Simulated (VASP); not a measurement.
Write the native input for VASP 6.6.1 that does the following.

```
Task                   : single point
Functional             : LDA
Potentials or basis    : VASP PAW LDA potentials, release 64 (Al)
Cutoff                 : 520 eV
k mesh                 : 18 × 18 × 10
Occupations            : gaussian, width 0.15 eV
Spin                   : no spin polarisation
Dipole correction      : no
Further INCAR settings : ALGO = Fast; EDIFF = 1e-06; NBANDS = 10
```

The structure of Al lies in POSCAR:

```
Al
1.0
    2.8445000000      0.0000000000      0.0000000000
   -1.4222500000      2.4634092611      0.0000000000
    0.0000000000      0.0000000000      4.6277000000
Al
2
Direct
    0.6666666667      0.3333333333      0.7500000000
    0.3333333333      0.6666666667      0.2500000000
```

This isn't the form of Al at room conditions, which is fcc.

One way to write it, as run:

INCAR

```
ALGO = Fast ; EDIFF = 1E-6
ENCUT = 520 ; GGA = CA
ISIF = 2 ; ISMEAR = 0
LASPH = True ; LCHARG = False
LREAL = False ; LWAVE = False
NBANDS = 10 ; NELM = 100
PREC = Accurate ; SIGMA = 0.15
```

KPOINTS

```
k-points
0
Gamma
  18 18 10
```

Potentials or basis: VASP PAW LDA potentials, release 64 (Al).

Command:

```bash
$ cat potpaw_LDA.64/Al/POTCAR > POTCAR
$ mpirun -np 1 vasp_std > vasp.out
```

It gave:

```yaml
Pressure: -1.2 GPa
Band_gap_on_the_k_mesh: zero (bands 3 and 4 overlap by 7.45 eV)
```

Wall time 84 s on 1 thread of AMD EPYC 7R13, on a shared host, peak memory 0.14 GiB.
